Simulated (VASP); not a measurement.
A run of VASP 6.6.1 is set up as follows.

The input INCAR:

```
SYSTEM = Ru
ALGO     = Normal         ! electronic algorithm
EDIFF    = 1E-6           ! SCF threshold, eV
ENCUT    = 560            ! plane-wave cutoff, eV
GGA_COMPAT= .FALSE.      
ISIF     = 2              ! what is computed and relaxed
ISMEAR   = -1             ! smearing method
LASPH    = .TRUE.         ! aspherical terms in the spheres
LCHARG   = .FALSE.        ! write CHGCAR
LREAL    = .FALSE.        ! projectors in reciprocal space
LWAVE    = .FALSE.        ! write WAVECAR
NBANDS   = 23             ! bands
NELM     = 120            ! most SCF steps
PREC     = Accurate       ! precision mode
SIGMA    = 0.6            ! smearing width, eV
```

Contents of KPOINTS:

```
k-points
0
G
  13 13 8
  0 0 0
```

POSCAR

```
Ru
1.0
    2.6775346364      0.0000000000      0.0000000000
   -1.3387673182      2.3188130146      0.0000000000
    0.0000000000      0.0000000000      4.2181251212
Ru
2
Direct
    0.3333333333      0.6666666667      0.2500000000
    0.6666666667      0.3333333333      0.7500000000
```

Potentials or basis: VASP PAW LDA potentials, release 64 (Ru_sv).

Command:

```bash
$ cat potpaw_LDA.64/Ru_sv/POTCAR > POTCAR
$ mpirun -np 1 vasp_std > vasp.out
```

Problem. Predict the pressure.

Solution. 11.7 GPa.

Problem. What does it give for the band gap on the k mesh?

Solution. Zero (bands 16 and 17 overlap by 3.28 eV).

Stress tensor (GPa, compression positive):
```
10.25  0.00  0.00
 0.00 10.25  0.00
 0.00  0.00 14.69
```

Caveat: the cell stands under pressure; so wide a smearing shifts energies and pressures.
